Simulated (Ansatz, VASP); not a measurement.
One calculation of MgCdTe3, two programs

The input INCAR:

```
SYSTEM = MgCdTe3
PREC     = Accurate       ! precision mode
ENCUT    = 600            ! plane-wave cutoff, eV
EDIFF    = 1E-6           ! SCF threshold, eV
ISMEAR   = 0              ! smearing method
SIGMA    = 0.1            ! smearing width, eV
LREAL    = .FALSE.        ! projectors in reciprocal space
LASPH    = .TRUE.         ! aspherical terms in the spheres
NELM     = 60             ! most SCF steps
ALGO     = Normal         ! electronic algorithm
ISIF     = 3              ! what is computed and relaxed
LWAVE    = .FALSE.        ! write WAVECAR
LCHARG   = .FALSE.        ! write CHGCAR
GGA      = PE             ! functional
IBRION   = 2              ! ionic algorithm
NSW      = 100            ! ionic steps
EDIFFG   = -0.01          ! ionic threshold
```

KPOINTS

```
Automatic mesh
0
G
  6 6 6
  0 0 0
```

File POSCAR:

```
MgCdTe3
1.0
    3.3897397738      1.9570671709      4.5288529178
   -3.3897397738      1.9570671709      4.5288529178
    0.0000000000     -3.9141343417      4.5288529178
Mg Cd Te
1 1 3
Direct
    0.0000000000      0.0000000000      0.0000000000
    0.5000000000      0.5000000000      0.5000000000
    0.5000000000      0.5000000000      0.0000000000
    0.0000000000      0.5000000000      0.5000000000
    0.5000000000      0.0000000000      0.5000000000
```

Input for Ansatz:

```yaml
crystal:
  lattice:
    - [3.3897397738, 1.9570671709, 4.5288529178]
    - [-3.3897397738, 1.9570671709, 4.5288529178]
    - [0.0, -3.9141343417, 4.5288529178]
  atoms:
    - { symbol: Mg, position: [0.0, 0.0, 0.0] }
    - { symbol: Cd, position: [0.5, 0.5, 0.5] }
    - { symbol: Te, position: [0.5, 0.5, 0.0] }
    - { symbol: Te, position: [0.0, 0.5, 0.5] }
    - { symbol: Te, position: [0.5, 0.0, 0.5] }
basis:
  ecutwfc: 420
kpoints:
  mp_grid: { grid: [6, 6, 6] }
hamiltonian:
  xc: pbe
scf:
  occupations: { method: gaussian, width: 0.1 }
output:
  forces: true
  stress: true
  eigenvalues: true
  write_density: true
  write_potential: true
  elf: true
  volumetric_format: npy
relax:
  adjacent_minimum: "off"
  f_tol: 0.01
  max_steps: 80
  cell: { stress_tol: 0.05 }
```

Alike in both runs: task relaxation of cell and atoms; functional PBE; k mesh 6 × 6 × 6; occupations gaussian, width 0.1 eV; no spin polarisation.

```csv
,VASP,Ansatz
version,VASP 6.6.1,Ansatz 0.2.0
potentials or method,"VASP PAW PBE potentials, release 64 (Mg, Cd, Te), cutoff 600 eV","scalar-relativistic, plane waves, PAW"
valence electrons in the cell,32,78
```

|  | VASP | Ansatz | Ansatz less VASP |
| --- | --- | --- | --- |
| gap on the k mesh at the Fermi level, each at its own relaxed structure (eV) | none | none | - |
| relaxed volume (Å³/atom) | 35.93 | 35.89 | -0.045 |
| relaxed cell length with the largest relative difference (Å) | 6.060 | 6.054 | -0.0059 |

A gap of «none» marks a metal or a gap that the smearing closes. VASP's potentials hold 32 valence electrons a cell and Ansatz's 78, so a difference there can come from the potentials and not from the codes.

Neither program's run includes spin-orbit coupling.
